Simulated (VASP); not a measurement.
Runs of VASP 6.6.1 on Pt. The structure is that of space group Fm-3m (No. 225), or close to it. The cells are those of the table. 

| fixed moment (μB) | cell | pressure (GPa) | moment (μB) |
| --- | --- | --- | --- |
| 0.25 | a = 2.770 Å, angles 60.0°, 1 atom | 0.0 | 0.25 |
| 0.3 | a = 2.890 Å, angles 60.0°, 1 atom | (b) | 0.30 |
| 0.35 | a = 2.593 Å, angles 60.0°, 1 atom | 97.7 | 0.35 |
| 0.4 | a = 2.593 Å, angles 60.0°, 1 atom | (a) | 0.40 |
| 0.4 | a = 2.890 Å, angles 60.0°, 1 atom | -25.5 | 0.40 |

Alike in all rows: task single point; level PBEsol; potentials or basis VASP PAW PBE potentials, release 64 (Pt); spin collinear; k mesh 22 × 22 × 22; cutoff (eV) 520; smearing gaussian 0.15 eV.

**Question.** Estimate the missing entries.

**Answer.** (a) 98.1; (b) -25.7.

Caveats: the PAW data sets were made with another functional, which shifts forces and pressure a little; the total moment is fixed, so each spin has its own Fermi level; the cell stands under tension (at least some runs); the cell stands under pressure (at least some runs).
